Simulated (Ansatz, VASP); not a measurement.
# Os in VASP and in Ansatz

Contents of INCAR:

```
SYSTEM = Os
ALGO = Normal
EDIFF = 1E-6
ENCUT = 600
GGA = PE
GGA_COMPAT = .False.
ISIF = 2
ISMEAR = 0
LASPH = .True.
LCHARG = .False.
LREAL = .False.
LWAVE = .False.
NBANDS = 10
NELM = 120
PREC = Accurate
SIGMA = 0.1
```

KPOINTS

```
k-points
0
Gamma
  6 6 6
  0 0 0
```

POSCAR

```
Os
1.0
    0.0000000000      1.9220413878      1.9220413878
    1.9220413878      0.0000000000      1.9220413878
    1.9220413878      1.9220413878      0.0000000000
Os
1
Direct
    0.0000000000      0.0000000000      0.0000000000
```

Input for Ansatz:

```yaml
crystal:
  lattice:
    - [0.0, 1.9220413878, 1.9220413878]
    - [1.9220413878, 0.0, 1.9220413878]
    - [1.9220413878, 1.9220413878, 0.0]
  atoms:
    - { symbol: Os, position: [0.0, 0.0, 0.0] }
basis:
  ecutwfc: 420
kpoints:
  mp_grid: { grid: [6, 6, 6] }
hamiltonian:
  xc: pbe
scf:
  occupations: { method: gaussian, width: 0.1 }
output:
  forces: true
  stress: true
  eigenvalues: true
```

Alike in both runs: task single point; functional PBE; k mesh 6 × 6 × 6; occupations gaussian, width 0.1 eV; no spin polarisation.

|  | VASP | Ansatz |
| --- | --- | --- |
| version | VASP 6.6.1 | Ansatz 0.2.0 |
| potentials or method | VASP PAW PBE potentials, release 64 (Os), cutoff 600 eV | scalar-relativistic, plane waves, PAW |
| valence electrons in the cell | 8 | 16 |

```csv
,VASP,Ansatz,Ansatz less VASP
gap on the k mesh at the Fermi level (eV),none,none,-
pressure (GPa),4.9,4.9,-0.01
```

A gap of «none» marks a metal or a gap that the smearing closes. The functional is the same, so the differences come from potentials, cutoffs and numerics. VASP's potentials hold 8 valence electrons a cell and Ansatz's 16, so a difference there can come from the potentials and not from the codes.

The k mesh is coarse, so the values compare programs but aren't converged. Neither program's run includes spin-orbit coupling.
